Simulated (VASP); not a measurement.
# BaTe in VASP: a series of runs

BaTe is run at these levels: PBE; tasks: single point.

Everything below comes from runs of VASP 6.6.1. Logs are shortened: lines on timing, memory, paths and dates and some standing lists are left out, and cuts for length are marked.

### Step 1. The cell of the first run

It takes space group Fm-3m (No. 225, cubic). Conventional cell: a = 7.295 Å, b = 7.295 Å, c = 7.295 Å, α = 90.00°, β = 90.00°, γ = 90.00°. Within 4.8 Å of Ba (site symmetry m-3m) lie 6 Te at 3.65 Å. Within 4.8 Å of Te (site symmetry m-3m) lie 6 Ba at 3.65 Å.

### Step 2. Single point, PBE (volume scaled by 1.10)

The input, INCAR:

```
PREC = Accurate ; ENCUT = 520
EDIFF = 1E-6 ; ISMEAR = 0
SIGMA = 0.02 ; LREAL = F
LASPH = T ; NELM = 60
ALGO = Normal ; ISIF = 2
LWAVE = F ; LCHARG = F
GGA = PE ; NBANDS = 15
```

The input, KPOINTS:

```
regular mesh
0
Gamma
  8 8 8
```

The input, POSCAR:

```
BaTe
1.0
    0.0000000000      3.6473949522      3.6473949522
    3.6473949522      0.0000000000      3.6473949522
    3.6473949522      3.6473949522      0.0000000000
Ba Te
1 1
Direct
    0.5000000000      0.5000000000      0.5000000000
    0.0000000000      0.0000000000      0.0000000000
```

Potentials or basis: VASP PAW PBE potentials, release 64 (Ba_sv, Te).

Command:

```bash
$ cat potpaw_PBE.64/Ba_sv/POTCAR potpaw_PBE.64/Te/POTCAR > POTCAR
$ mpirun -np 1 vasp_std > vasp.out
```

OUTCAR:

```text
PREC = Accurate
   ENCUT = 520
   EDIFF = 1E-6
   ISMEAR = 0
   LREAL = F
   LASPH = T
   NELM = 60
   ISIF = 2
   GGA = PE

 ion  position               nearest neighbor table
   1  0.500  0.500  0.500-   2 3.65   2 3.65   2 3.65   2 3.65   2 3.65   2 3.65
   2  0.000  0.000  0.000-   1 3.65   1 3.65   1 3.65   1 3.65   1 3.65   1 3.65

  LATTYP: Found a face centered cubic cell.
 ALAT       =     7.2947899044

  Lattice vectors:

 A1 = (   0.0000000000,   3.6473949522,   3.6473949522)
 A2 = (   3.6473949522,   0.0000000000,   3.6473949522)
 A3 = (   3.6473949522,   3.6473949522,   0.0000000000)

Analysis of symmetry for initial positions (statically):
=====================================================================
 Subroutine PRICEL returns:
 Original cell was already a primitive cell.

 Routine SETGRP: Setting up the symmetry group for a
 face centered cubic supercell.

 Subroutine GETGRP returns: Found 48 space group operations
 (whereof 48 operations were pure point group operations)
 out of a pool of 48 trial point group operations.

The static configuration has the point symmetry O_h .

Analysis of symmetry for dynamics (positions and initial velocities):
=====================================================================
 Subroutine PRICEL returns:
 Original cell was already a primitive cell.

 Routine SETGRP: Setting up the symmetry group for a
 face centered cubic supercell.

 Subroutine GETGRP returns: Found 48 space group operations
 (whereof 48 operations were pure point group operations)
 out of a pool of 48 trial point group operations.

The dynamic configuration has the point symmetry O_h .

 Subroutine INISYM returns: Found 48 space group operations
 (whereof 48 operations are pure point group operations),
 and found     1 'primitive' translations

----------------------------------------------------------------------------------------

                                     Primitive cell

  volume of cell :      97.0462

  direct lattice vectors                    reciprocal lattice vectors
     0.000000000  3.647394952  3.647394952    -0.137084140  0.137084140  0.137084140
     3.647394952  0.000000000  3.647394952     0.137084140 -0.137084140  0.137084140
     3.647394952  3.647394952  0.000000000     0.137084140  0.137084140 -0.137084140

  length of vectors
     5.158195409  5.158195409  5.158195409     0.237436695  0.237436695  0.237436695

  position of ions in fractional coordinates (direct lattice)
     0.500000000  0.500000000  0.500000000
     0.000000000  0.000000000  0.000000000

  ion indices of the primitive-cell ions
   primitive index   ion index
                 1           1
                 2           2

----------------------------------------------------------------------------------------

 KPOINTS: regular mesh

Automatic generation of k-mesh.
 Grid dimensions read from file:
 generate k-points for:    8    8    8

 Generating k-lattice:

  Cartesian coordinates                     Fractional coordinates (reciprocal lattice)
    -0.017135517  0.017135517  0.017135517     0.125000000  0.000000000  0.000000000
     0.017135517 -0.017135517  0.017135517     0.000000000  0.125000000  0.000000000
     0.017135517  0.017135517 -0.017135517     0.000000000  0.000000000  0.125000000

  Length of vectors
     0.029679587  0.029679587  0.029679587

  Shift w.r.t. Gamma in fractional coordinates (k-lattice)
     0.000000000  0.000000000  0.000000000

 Subroutine IBZKPT returns following result:
 ===========================================

 Found     29 irreducible k-points:

 Following reciprocal coordinates:
            Coordinates               Weight
  0.000000  0.000000  0.000000      1.000000
  0.125000  0.000000  0.000000      8.000000
  0.250000  0.000000  0.000000      8.000000
  0.375000  0.000000  0.000000      8.000000
  0.500000  0.000000  0.000000      4.000000
  0.125000  0.125000  0.000000      6.000000
[... 16 lines left out ...]
  0.500000  0.250000  0.125000     48.000000
 -0.375000  0.250000  0.125000     24.000000
 [... further k-points ...]
   k-points           NKPTS =     29   k-points in BZ     NKDIM =     29   number of bands    NBANDS=     15
   number of dos      NEDOS =    301   number of ions     NIONS =      2
   total plane-waves  NPLWV =  64000
   dimension x,y,z NGX =    40 NGY =   40 NGZ =   40
   dimension x,y,z NGXF=    80 NGYF=   80 NGZF=   80
   ions per type =               1   1
   NGX,Y,Z   is equivalent  to a cutoff of  12.89, 12.89, 12.89 a.u.
   NGXF,Y,Z  is equivalent  to a cutoff of  25.78, 25.78, 25.78 a.u.
 SYSTEM =  unknown system
   PREC   = accura    normal or accurate (medium, high low for compatibility)
   ISTART =      0    job   : 0-new  1-cont  2-samecut
   ICHARG =      2    charge: 1-file 2-atom 10-const
   ISPIN  =      1    spin polarized calculation?
   LNONCOLLINEAR =      F non collinear calculations
   LSORBIT =      F    spin-orbit coupling
   LASPH  =      T    aspherical Exc in radial PAW
   ENCUT  =  520.0 eV  38.22 Ry    6.18 a.u.   9.59  9.59  9.59*2*pi/ulx,y,z
   NELM   =     60;   NELMIN=  2; NELMDL= -5     # of ELM steps
   EDIFF  = 0.1E-05   stopping-criterion for ELM
   LREAL  =      F    real-space projection
   EDIFFG = 0.1E-04   stopping-criterion for IOM
   NSW    =      0    number of steps for IOM
   IBRION =     -1    ionic relax: 0-MD 1-quasi-New 2-CG
   NFREE  =      0    steps in history (QN), initial steepest desc. (CG)
   ISIF   =      2    stress and relaxation
   ISYM   =      2    0-nonsym 1-usesym 2-fastsym
   POTIM  = 0.5000    time-step for ionic-motion
   TEBEG  =    0.0;   TEEND  =   0.0 temperature during run
   PSTRESS=    0.0 pullay stress
   NELECT =      16.0000    total number of electrons
   NUPDOWN=      -1.0000    fix difference up-down
   EMIN   =  10.00;   EMAX   =-10.00  energy-range for DOS
   EFERMI =   0.00;   METHOD = LEGACY
   ISMEAR =     0;   SIGMA  =   0.02  broadening in eV -4-tet -1-fermi 0-gaus
   EFERMI_NEDOS =   21; number of points for ismear=-14 and -15
   IALGO  =     38    algorithm
   IMIX   =      4    mixing-type and parameters
     AMIX     =   0.40;   BMIX     =  1.00
     AMIX_MAG =   1.60;   BMIX_MAG =  1.00
  volume/ion in A,a.u.               =      48.52       327.45
  Fermi-wavevector in a.u.,A,eV,Ry     =   0.897681  1.696371 10.963999  0.805831
  Thomas-Fermi vector in A             =   2.020296
   LORBIT       =      0    0 simple, 1 ext, 2 COOP (PROOUT), +10 PAW based schemes
   GGA     = PE    functional components
   LHFCALC =     F    Hartree Fock is set to
   AEXX    =    0.0000 exact exchange contribution
   IVDW    =     0    specifies the selected vdW correction
   LEPSILON=     F    determine dielectric tensor
   LRPA    =     F    only Hartree local field effects (RPA)
 non-spin polarized calculation
 Gauss-broadening in eV      SIGMA  =   0.02
  energy-cutoff  :      520.00
  volume of cell :       97.05
 maximum number of plane-waves:      2655
 NGX is ok and might be reduce to    40
   NGX = 19   NGY = 19   NGZ = 19

 number of electron      16.0000000 magnetization

 Free energy of the ion-electron system (eV)
  ---------------------------------------------------
  ext. energy  EPLUGINS =         0.00000000
  ---------------------------------------------------
  free energy    TOTEN  =        -8.57546403 eV

  energy without entropy =       -8.57546403  energy(sigma->0) =       -8.57546403

 E-fermi :   1.7443     XC(G=0):  -7.7622

 val. band max:        1.5532956757   @ k =   0.0000   0.0000   0.0000
 cond. band min:       3.3020970477   @ k =   0.5000   0.5000   0.0000
 fundamental gap:      1.7488013720
 Fermi energy:         1.7443434257

 k-point     1 :       0.0000    0.0000    0.0000
  band No.  band energies     occupation
      1     -25.8154      2.00000
      2     -10.9357      2.00000
      3     -10.9357      2.00000
      4     -10.9357      2.00000
      5      -7.7377      2.00000
      6       1.5533      2.00000
      7       1.5533      2.00000
      8       1.5533      2.00000
      9       4.0116      0.00000
     10       4.5207      0.00000
     11       4.5207      0.00000
     12       4.5207      0.00000
     13       5.0167      0.00000
     14       5.0167      0.00000
     15       8.4994      0.00000

 k-point     2 :       0.1250    0.0000    0.0000
  band No.  band energies     occupation
      1     -25.8145      2.00000
      2     -10.9714      2.00000
      3     -10.9369      2.00000
      4     -10.9369      2.00000
      5      -7.6708      2.00000
      6       1.1047      2.00000
      7       1.3729      2.00000
      8       1.3729      2.00000
      9       4.3873      0.00000
     10       4.6885      0.00000
     11       4.6885      0.00000
     12       4.7669      0.00000
     13       5.3790      0.00000
     14       5.3790      0.00000
     15       8.9104      0.00000

 k-point     3 :       0.2500    0.0000    0.0000
  band No.  band energies     occupation
      1     -25.8122      2.00000
      2     -11.0531      2.00000
      3     -10.9400      2.00000
      4     -10.9400      2.00000
      5      -7.5111      2.00000
      6       0.3720      2.00000
      7       1.0251      2.00000
      8       1.0251      2.00000
      9       4.6157      0.00000
     10       5.1348      0.00000
     11       5.1348      0.00000
     12       5.8206      0.00000
     13       6.2816      0.00000
     14       6.2816      0.00000
     15       9.3233      0.00000
[... 343 lines left out ...]
 k-point    23 :       0.5000    0.2500    0.1250
  band No.  band energies     occupation
      1     -25.8087      2.00000
      2     -11.0955      2.00000
      3     -10.9811      2.00000
      4     -10.9541      2.00000
      5      -7.4026      2.00000
      6       0.0204      2.00000
      7       0.7179      2.00000
      8       0.8729      2.00000
      9       4.6308      0.00000
     10       5.7468      0.00000
     11       6.1200      0.00000
     12       6.2299      0.00000
     13       6.8123      0.00000
     14       8.1492      0.00000
     15       8.3076      0.00000

 k-point    24 :      -0.3750    0.2500    0.1250
  band No.  band energies     occupation
      1     -25.8079      2.00000
      2     -11.1104      2.00000
      3     -10.9830      2.00000
      4     -10.9595      2.00000
      5      -7.3727      2.00000
      6      -0.0198      2.00000
      7       0.6703      2.00000
      8       0.7256      2.00000
      9       5.1492      0.00000
     10       5.3878      0.00000
     11       6.4210      0.00000
     12       6.5618      0.00000
     13       6.9964      0.00000
     14       7.8585      0.00000
     15       8.7219      0.00000

 [... further k-points ...]

------------------------ aborting loop because EDIFF is reached ----------------------------------------

  FORCE on cell =-STRESS in cart. coord.  units (eV):
  Direction    XX          YY          ZZ          XY          YZ          ZX
  --------------------------------------------------------------------------------------
  -------------------------------------------------------------------------------------
  Total       -1.2222441     -1.2222441     -1.2222441      0.0000000      0.0000000      0.0000000
  in kB      -20.1785593    -20.1785593    -20.1785593      0.0000000      0.0000000      0.0000000
  external PRESSURE =     -20.1785593 kB  Pullay stress =       0.0000000 kB

 VOLUME and BASIS-vectors are now :
 -----------------------------------------------------------------------------
  energy-cutoff  :      520.00
  volume of cell :       97.05
      direct lattice vectors                 reciprocal lattice vectors
     0.000000000  3.647394952  3.647394952    -0.137084140  0.137084140  0.137084140
     3.647394952  0.000000000  3.647394952     0.137084140 -0.137084140  0.137084140
     3.647394952  3.647394952  0.000000000     0.137084140  0.137084140 -0.137084140

 POSITION                                       TOTAL-FORCE (eV/Angst)
 -----------------------------------------------------------------------------------
      3.64739      3.64739      3.64739         0.000000     -0.000000     -0.000000
      0.00000      0.00000      0.00000        -0.000000      0.000000      0.000000
 -----------------------------------------------------------------------------------
    total drift:                                0.000000     -0.000000      0.000000

  FREE ENERGIE OF THE ION-ELECTRON SYSTEM (eV)
  ---------------------------------------------------
  free  energy   TOTEN  =        -8.5754640348 eV

  energy  without entropy=       -8.5754640348  energy(sigma->0) =       -8.57546403
```

Wall time 94 s (1 thread of AMD EPYC 7R43 (Zen 3), shared host); peak memory 0.22 GiB.

What came out:

| Item | Value |
| --- | --- |
| Free energy | -8.5755 eV |
| Pressure | -2.0 GPa |
| Band gap on the k mesh | 1.75 eV, indirect (least direct gap 2.12 eV) |

Levels at points of the mesh, in eV from the valence-band top:
```tsv
k point	band 5	band 6	band 7	band 8	band 9	band 10	band 11	band 12
(0.00, 0.00, 0.00)	-9.29	0.00	0.00	0.00	2.46	2.97	2.97	2.97
(0.50, 0.00, 0.00)	-8.84	-1.92	-0.90	-0.90	4.01	4.45	4.60	4.60
(0.50, 0.50, 0.00)	-9.12	-1.07	-0.37	-0.37	1.75	4.13	4.21	5.05
```

Caveat: the cell differs from its parent crystal (volume scaled by 1.10); spin-orbit coupling is left out, which moves the levels of the heavy elements.

### Step 3. Single point, PBE

This run uses another cell than the first one, of 44.11 Å³/atom, 0.909 times its volume.

The input, INCAR:

```
ALGO = Normal
EDIFF = 1E-6
ENCUT = 520
GGA = PE
ISIF = 2
ISMEAR = 0
LASPH = True
LCHARG = False
LREAL = False
LWAVE = False
NBANDS = 15
NELM = 80
PREC = Accurate
SIGMA = 0.2
```

The input, KPOINTS:

```
k-points
0
Gamma
  6 6 6
```

The input, POSCAR:

```
BaTe
1.0
   -2.4948001080      2.5007454305      3.5352418887
    2.4948001080     -2.5007454305      3.5352418887
    2.4948001080      2.5007454305     -3.5352418887
Ba Te
1 1
Direct
    0.9571587904      0.4571587904      0.5000000000
    0.4573723096     -0.0426276904      0.5000000000
```

Potentials or basis: VASP PAW PBE potentials, release 64 (Ba_sv, Te).

Command:

```bash
$ cat potpaw_PBE.64/Ba_sv/POTCAR potpaw_PBE.64/Te/POTCAR > POTCAR
$ mpirun -np 1 vasp_std > vasp.out
```

Run time: 1.8 min. Hardware: 1 thread of AMD EPYC 7R43 (Zen 3), shared host; peak memory 0.23 GiB.

Results (log left out):

```
Free energy            : -8.6283 eV
Pressure               : 0.3 GPa
Band gap on the k mesh : 1.57 eV, indirect (least direct gap 1.96 eV)
```

Forces on the atoms (eV/Å):
```
Ba   0.000  0.000  0.003
Te   0.000  0.000 -0.003
```

Levels at points of the mesh, in eV from the valence-band top:
```csv
k point,band 4,band 5,band 6,band 7,band 8,band 9,band 10,band 11,band 12,band 13
"(0.00, 0.00, 0.00)",-12.24,-9.48,-0.01,-0.01,0.00,2.80,2.93,2.93,2.95,3.52
"(0.50, 0.00, 0.00)",-12.26,-8.83,-2.17,-1.08,-1.07,4.15,4.68,4.81,4.82,6.87
"(0.00, 0.50, 0.00)",-12.26,-8.83,-2.16,-1.08,-1.08,4.15,4.68,4.82,4.83,6.87
"(0.50, 0.50, 0.00)",-12.32,-9.28,-1.13,-0.39,-0.39,1.57,4.38,4.52,5.46,5.63
"(0.50, 0.50, 0.50)",-12.32,-9.28,-1.13,-0.39,-0.38,1.57,4.38,4.52,5.46,5.64
```

Caveat: spin-orbit coupling is left out, which moves the levels of the heavy elements. A k mesh can miss the band edges.
